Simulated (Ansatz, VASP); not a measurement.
# One calculation of Au, two programs

```
CELL_PARAMETERS angstrom
0.00000 2.03500 2.03500
2.03500 0.00000 2.03500
2.03500 2.03500 0.00000
ATOMIC_POSITIONS crystal
Au 0.00000 0.00000 0.00000
```

Alike in both runs: task single point; functional r2SCAN; k mesh 18 × 18 × 18; occupations gaussian, width 0.1 eV; no spin polarisation.

|  | VASP | Ansatz |
| --- | --- | --- |
| version | VASP 6.6.1 | Ansatz 0.2.0 |
| potentials or method | VASP PAW PBE potentials, release 64 (Au), cutoff 520 eV | scalar-relativistic, plane waves, PAW |
| valence electrons in the cell | 11 | 19 |

VASP gave:

| Property | Result |
| --- | --- |
| gap on the k mesh at the Fermi level (eV) | none |
| pressure (GPa) | 7.3 |

Question: What did Ansatz give for the same quantities?

Answer: gap on the k mesh at the Fermi level (eV): none; pressure (GPa): 7.0.

VASP's potentials were made for PBE, not for r2SCAN. A gap of «none» marks a metal or a gap that the smearing closes. The functional is the same, so the differences come from potentials, cutoffs and numerics. VASP's potentials hold 11 valence electrons a cell and Ansatz's 19, so a difference there can come from the potentials and not from the codes.

Neither program's run includes spin-orbit coupling.
